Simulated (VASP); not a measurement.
# BN (P6_3mc) in VASP: single point with HSE06

Aim: the single point of BN with HSE06.

All numbers are computed with VASP 6.6.1; they aren't measurements. Logs are shortened: lines on timing, memory, paths and dates and some standing lists are left out, and cuts for length are marked.

**1. The cell of the first run**

Symmetry: P6_3mc, No. 186, hexagonal system. The conventional cell has a = 2.394 Å, b = 2.394 Å, c = 3.959 Å, α = 90.00°, β = 90.00°, γ = 120.00°. B (site symmetry 3m) has 4 N at 1.47 to 1.48 Å within 2.0 Å. N (site symmetry 3m) has 4 B at 1.47 to 1.48 Å within 2.0 Å.

**2. Single point, HSE06 (strain -5.9%)**

POSCAR

```
BN
1.0
    2.3936019098      0.0000000000      0.0000000000
   -1.1968009549      2.0729200604      0.0000000000
    0.0000000000      0.0000000000      3.9591348069
B N
2 2
Direct
    0.6666666667      0.3333333333      0.0007834492
    0.3333333333      0.6666666667      0.5007834492
    0.6666666667      0.3333333333      0.3742165508
    0.3333333333      0.6666666667      0.8742165508
```

INCAR.step1

```
SYSTEM = BN
PREC     = Accurate       ! precision mode
ENCUT    = 520            ! plane-wave cutoff, eV
EDIFF    = 1E-5           ! SCF threshold, eV
ISMEAR   = 0              ! smearing method
SIGMA    = 0.01           ! smearing width, eV
LREAL    = .False.        ! projectors in reciprocal space
LASPH    = .True.         ! aspherical terms in the spheres
NELM     = 60             ! most SCF steps
ALGO     = Normal         ! electronic algorithm
ISIF     = 2              ! what is computed and relaxed
LWAVE    = .True.         ! write WAVECAR
LCHARG   = .False.        ! write CHGCAR
GGA      = PE             ! functional
NBANDS   = 16             ! bands
```

INCAR.step2

```
SYSTEM = BN
PREC     = Accurate       ! precision mode
ENCUT    = 520            ! plane-wave cutoff, eV
EDIFF    = 1E-6           ! SCF threshold, eV
ISMEAR   = 0              ! smearing method
SIGMA    = 0.01           ! smearing width, eV
LREAL    = .False.        ! projectors in reciprocal space
LASPH    = .True.         ! aspherical terms in the spheres
NELM     = 60             ! most SCF steps
ALGO     = Normal         ! electronic algorithm
ISIF     = 2              ! what is computed and relaxed
LWAVE    = .False.        ! write WAVECAR
LCHARG   = .False.        ! write CHGCAR
GGA      = PE             ! functional
LHFCALC  = .True.         ! exact exchange
HFSCREEN = 0.2079         ! screening, 1/A
PRECFOCK = Normal       
ISTART   = 1            
NBANDS   = 16             ! bands
```

KPOINTS

```
Automatic mesh
0
Gamma
  9 9 4
  0 0 0
```

Potentials or basis: VASP PAW PBE potentials, release 64 (B, N).

Run with:

```console
$ cat potpaw_PBE.64/B/POTCAR potpaw_PBE.64/N/POTCAR > POTCAR
$ cp INCAR.step1 INCAR
$ mpirun -np 1 vasp_std > vasp.out
$ cp INCAR.step2 INCAR
$ mpirun -np 1 vasp_std > vasp.out
```

OUTCAR:

```text
SYSTEM = BN
   PREC = Accurate
   ENCUT = 520
   EDIFF = 1E-6
   ISMEAR = 0
   LREAL = .False.
   LASPH = .True.
   NELM = 60
   ISIF = 2
   GGA = PE
   LHFCALC = .True.
   HFSCREEN = 0.2079
   PRECFOCK = Normal
   ISTART = 1

 ion  position               nearest neighbor table
   1  0.667  0.333  0.001-   4 1.47   4 1.47   4 1.47   3 1.48
   2  0.333  0.667  0.501-   3 1.47   3 1.47   3 1.47   4 1.48
   3  0.667  0.333  0.374-   2 1.47   2 1.47   2 1.47   1 1.48
   4  0.333  0.667  0.874-   1 1.47   1 1.47   1 1.47   2 1.48

  LATTYP: Found a hexagonal cell.
 ALAT       =     2.3936019098
 C/A-ratio  =     1.6540489840

  Lattice vectors:

 A1 = (   2.3936019098,   0.0000000000,   0.0000000000)
 A2 = (  -1.1968009549,   2.0729200604,   0.0000000000)
 A3 = (   0.0000000000,   0.0000000000,   3.9591348069)

Analysis of symmetry for initial positions (statically):
=====================================================================
 Subroutine PRICEL returns:
 Original cell was already a primitive cell.

 Routine SETGRP: Setting up the symmetry group for a
 hexagonal supercell.

 Subroutine GETGRP returns: Found 12 space group operations
 (whereof  6 operations were pure point group operations)
 out of a pool of 24 trial point group operations.

The static configuration has the point symmetry C_3v.
 The point group associated with its full space group is C_6v.

Analysis of symmetry for dynamics (positions and initial velocities):
=====================================================================
 Subroutine PRICEL returns:
 Original cell was already a primitive cell.

 Routine SETGRP: Setting up the symmetry group for a
 hexagonal supercell.

 Subroutine GETGRP returns: Found 12 space group operations
 (whereof  6 operations were pure point group operations)
 out of a pool of 24 trial point group operations.

The dynamic configuration has the point symmetry C_3v.
 The point group associated with its full space group is C_6v.

 Subroutine INISYM returns: Found 12 space group operations
 (whereof  6 operations are pure point group operations),
 and found     1 'primitive' translations

----------------------------------------------------------------------------------------

                                     Primitive cell

  volume of cell :      19.6442

  direct lattice vectors                    reciprocal lattice vectors
     2.393601910  0.000000000  0.000000000     0.417780415  0.241205635  0.000000000
    -1.196800955  2.072920060  0.000000000     0.000000000  0.482411271  0.000000000
     0.000000000  0.000000000  3.959134807     0.000000000  0.000000000  0.252580437

  length of vectors
     2.393601910  2.393601910  3.959134807     0.482411271  0.482411271  0.252580437

  position of ions in fractional coordinates (direct lattice)
     0.666666667  0.333333333  0.000783449
     0.333333333  0.666666667  0.500783449
     0.666666667  0.333333333  0.374216551
     0.333333333  0.666666667  0.874216551

  ion indices of the primitive-cell ions
   primitive index   ion index
                 1           1
                 2           2
                 3           3
                 4           4

----------------------------------------------------------------------------------------

 KPOINTS: Automatic mesh

Automatic generation of k-mesh.
 Grid dimensions read from file:
 generate k-points for:    9    9    4

 Generating k-lattice:

  Cartesian coordinates                     Fractional coordinates (reciprocal lattice)
     0.046420046  0.026800626  0.000000000     0.111111111  0.000000000  0.000000000
     0.000000000  0.053601252  0.000000000     0.000000000  0.111111111  0.000000000
     0.000000000  0.000000000  0.063145109     0.000000000  0.000000000  0.250000000

  Length of vectors
     0.053601252  0.053601252  0.063145109

  Shift w.r.t. Gamma in fractional coordinates (k-lattice)
     0.000000000  0.000000000  0.000000000

 Subroutine IBZKPT returns following result:
 ===========================================

 Found     36 irreducible k-points:

 Following reciprocal coordinates:
            Coordinates               Weight
  0.000000  0.000000  0.000000      1.000000
  0.111111  0.000000  0.000000      6.000000
  0.222222  0.000000  0.000000      6.000000
  0.333333 -0.000000  0.000000      6.000000
  0.444444  0.000000  0.000000      6.000000
  0.111111  0.111111  0.000000      6.000000
[... 16 lines left out ...]
  0.333333  0.222222  0.250000     24.000000
  0.333333  0.333333  0.250000      4.000000
 [... further k-points ...]
   k-points           NKPTS =     36   k-points in BZ     NKDIM =    324   number of bands    NBANDS=     16
   number of dos      NEDOS =    301   number of ions     NIONS =      4
   total plane-waves  NPLWV =   9720
   dimension x,y,z NGX =    18 NGY =   18 NGZ =   30
   dimension x,y,z NGXF=    36 NGYF=   36 NGZF=   60
   ions per type =               2   2
   NGX,Y,Z   is equivalent  to a cutoff of  12.50, 12.50, 12.60 a.u.
   NGXF,Y,Z  is equivalent  to a cutoff of  25.00, 25.00, 25.19 a.u.
 SYSTEM =  BN
   PREC   = accura    normal or accurate (medium, high low for compatibility)
   ISTART =      1    job   : 0-new  1-cont  2-samecut
   ICHARG =      0    charge: 1-file 2-atom 10-const
   ISPIN  =      1    spin polarized calculation?
   LNONCOLLINEAR =      F non collinear calculations
   LSORBIT =      F    spin-orbit coupling
   LASPH  =      T    aspherical Exc in radial PAW
   ENCUT  =  520.0 eV  38.22 Ry    6.18 a.u.   4.45  4.45  7.36*2*pi/ulx,y,z
   NELM   =     60;   NELMIN=  2; NELMDL=  0     # of ELM steps
   EDIFF  = 0.1E-05   stopping-criterion for ELM
   LREAL  =      F    real-space projection
   EDIFFG = 0.1E-04   stopping-criterion for IOM
   NSW    =      0    number of steps for IOM
   IBRION =     -1    ionic relax: 0-MD 1-quasi-New 2-CG
   NFREE  =      0    steps in history (QN), initial steepest desc. (CG)
   ISIF   =      2    stress and relaxation
   ISYM   =      3    0-nonsym 1-usesym 2-fastsym
   POTIM  = 0.5000    time-step for ionic-motion
   TEBEG  =    0.0;   TEEND  =   0.0 temperature during run
   PSTRESS=    0.0 pullay stress
   NELECT =      16.0000    total number of electrons
   NUPDOWN=      -1.0000    fix difference up-down
   EMIN   =  10.00;   EMAX   =-10.00  energy-range for DOS
   EFERMI =   0.00;   METHOD = LEGACY
   ISMEAR =     0;   SIGMA  =   0.01  broadening in eV -4-tet -1-fermi 0-gaus
   EFERMI_NEDOS =   21; number of points for ismear=-14 and -15
   IALGO  =     38    algorithm
   IMIX   =      1    mixing-type and parameters
     AMIX     =   0.40;   BMIX     =  1.00
     AMIX_MAG =   1.60;   BMIX_MAG =  1.00
  volume/ion in A,a.u.               =       4.91        33.14
  Fermi-wavevector in a.u.,A,eV,Ry     =   1.528868  2.889141 31.802753  2.337436
  Thomas-Fermi vector in A             =   2.636567
   LORBIT       =      0    0 simple, 1 ext, 2 COOP (PROOUT), +10 PAW based schemes
   GGA     = PE    functional components
   LHFCALC =     T    Hartree Fock is set to
   PRECFOCK=normal    Normal, Fast or Accurate (Low or Medium for compatibility)
   ENCUT4O =  -1.0   cutoff for four orbital integrals eV
   NKREDX  =     1    reduce k-point grid by
   NKREDY  =     1    reduce k-point grid by
   NKREDZ  =     1    reduce k-point grid by
   AEXX    =    0.2500 exact exchange contribution
   HFSCREEN=    0.2079 screening length (either q_TF or 0.3 A-1)
   HFSCREENC=   0.2079 screening length for correlation (either q_TF or 0.3 A-1)
   ENCUTFOCK=  -1.0 apply spherical cutoff to Coloumb kernel
   IVDW    =     0    specifies the selected vdW correction
   LEPSILON=     F    determine dielectric tensor
   LRPA    =     F    only Hartree local field effects (RPA)
 non-spin polarized calculation
 Gauss-broadening in eV      SIGMA  =   0.01
  energy-cutoff  :      520.00
  volume of cell :       19.64
 maximum number of plane-waves:       549
 NGX is ok and might be reduce to    18
  NGX = 14; NGY = 14; NGZ = 24

 number of electron      16.0000006 magnetization

 Free energy of the ion-electron system (eV)
  ---------------------------------------------------
  ext. energy  EPLUGINS =         0.00000000
  ---------------------------------------------------
  free energy    TOTEN  =       -39.60977535 eV

  energy without entropy =      -39.60977535  energy(sigma->0) =      -39.60977535

 E-fermi :   9.3551     XC(G=0): -11.1958

 val. band max:        9.2011754907   @ k =   0.0000   0.0000   0.0000
 cond. band min:      15.2690982557   @ k =   0.3333   0.3333   0.0000
 fundamental gap:      6.0679227650
 Fermi energy:         9.3550884151

 k-point     1 :       0.0000    0.0000    0.0000
  band No.  band energies     occupation
      1     -15.5337      2.00000
      2     -10.1176      2.00000
      3      -4.7159      2.00000
      4       6.4275      2.00000
      5       6.4275      2.00000
      6       8.7680      2.00000
[... 8 lines left out ...]
     15      24.9027      0.00000
     16      30.2611      0.00000

 k-point     2 :       0.1111    0.0000    0.0000
  band No.  band energies     occupation
      1     -15.2009      2.00000
      2      -9.8525      2.00000
      3      -4.3885      2.00000
      4       4.9932      2.00000
      5       5.7962      2.00000
      6       8.0369      2.00000
[... 8 lines left out ...]
     15      26.0163      0.00000
     16      29.2707      0.00000

 k-point     3 :       0.2222    0.0000    0.0000
  band No.  band energies     occupation
      1     -14.2169      2.00000
      2      -9.1211      2.00000
      3      -3.4305      2.00000
      4       1.8888      2.00000
      5       4.5292      2.00000
      6       5.3863      2.00000
[... 8 lines left out ...]
     15      28.0156      0.00000
     16      28.7612      0.00000

 k-point     4 :       0.3333   -0.0000    0.0000
  band No.  band energies     occupation
      1     -12.6440      2.00000
      2      -8.2556      2.00000
      3      -2.0555      2.00000
      4      -1.0407      2.00000
      5       2.4174      2.00000
      6       3.4082      2.00000
[... 8 lines left out ...]
     15      30.4014      0.00000
     16      30.6716      0.00000
[... 324 lines left out ...]
 k-point    22 :       0.2222    0.2222    0.2500
  band No.  band energies     occupation
      1     -11.3468      2.00000
      2      -8.7144      2.00000
      3      -1.5019      2.00000
      4      -0.1957      2.00000
      5       1.5158      2.00000
      6       1.9068      2.00000
[... 8 lines left out ...]
     15      28.9935      0.00000
     16      30.2329      0.00000

 k-point    23 :       0.3333    0.2222    0.2500
  band No.  band energies     occupation
      1      -9.6531      2.00000
      2      -8.2357      2.00000
      3      -2.5290      2.00000
      4      -1.2232      2.00000
      5       0.0719      2.00000
      6       2.2518      2.00000
[... 8 lines left out ...]
     15      29.9312      0.00000
     16      31.2641      0.00000

 k-point    24 :       0.3333    0.3333    0.2500
  band No.  band energies     occupation
      1      -8.5036      2.00000
      2      -8.5036      2.00000
      3      -2.3539      2.00000
      4      -1.0364      2.00000
      5      -1.0364      2.00000
      6       0.9772      2.00000
[... 8 lines left out ...]
     15      31.2334      0.00000
     16      31.2334      0.00000

 [... further k-points ...]

------------------------ aborting loop because EDIFF is reached ----------------------------------------

  FORCE on cell =-STRESS in cart. coord.  units (eV):
  Direction    XX          YY          ZZ          XY          YZ          ZX
  --------------------------------------------------------------------------------------
  -------------------------------------------------------------------------------------
  Total       11.6009365     11.6009365     11.8800681      0.0000000      0.0000000     -0.0000000
  in kB      946.1693269    946.1693269    968.9352312      0.0000000      0.0000000     -0.0000000
  external PRESSURE =     953.7579617 kB  Pullay stress =       0.0000000 kB

 VOLUME and BASIS-vectors are now :
 -----------------------------------------------------------------------------
  energy-cutoff  :      520.00
  volume of cell :       19.64
      direct lattice vectors                 reciprocal lattice vectors
     2.393601910  0.000000000  0.000000000     0.417780415  0.241205635  0.000000000
    -1.196800955  2.072920060  0.000000000     0.000000000  0.482411271  0.000000000
     0.000000000  0.000000000  3.959134807     0.000000000  0.000000000  0.252580437

 POSITION                                       TOTAL-FORCE (eV/Angst)
 -----------------------------------------------------------------------------------
      1.19680      0.69097      0.00310        -0.000000      0.000000     -0.014730
     -0.00000      1.38195      1.98267         0.000000     -0.000000     -0.014730
      1.19680      0.69097      1.48157        -0.000000      0.000000      0.014730
     -0.00000      1.38195      3.46114         0.000000     -0.000000      0.014730
 -----------------------------------------------------------------------------------
    total drift:                               -0.000000     -0.000000      0.000056

  FREE ENERGIE OF THE ION-ELECTRON SYSTEM (eV)
  ---------------------------------------------------
  free  energy   TOTEN  =       -39.6097753469 eV

  energy  without entropy=      -39.6097753469  energy(sigma->0) =      -39.60977535
```

Run time: 57 min. Hardware: 1 thread of Oxide Virtual Turin-like, shared host; peak memory 0.21 GiB.

What came out:

```
Free energy            : -39.6098 eV
Pressure               : 95.4 GPa
Largest force          : 0.015 eV/Å
Band gap on the k mesh : 6.07 eV (least direct gap 10.85 eV)
```

Forces in eV/Å, atoms in the order of the input:
```
B    0.000  0.000 -0.015
B    0.000  0.000 -0.015
N    0.000  0.000  0.015
N    0.000  0.000  0.015
```

Levels at points of the mesh, in eV from the valence-band top:
```csv
k point,band 5,band 6,band 7,band 8,band 9,band 10,band 11,band 12
"(0.00, 0.00, 0.00)",-2.77,-0.43,0.00,0.00,10.85,10.85,11.42,13.71
"(0.00, 0.00, 0.50)",-1.54,-1.54,-1.54,-1.54,12.76,12.76,12.76,12.76
```

Caveat: the cell differs from its parent crystal (strain -5.9%); the cell stands under pressure; the PAW data sets were made with another functional, which shifts forces and pressure a little.
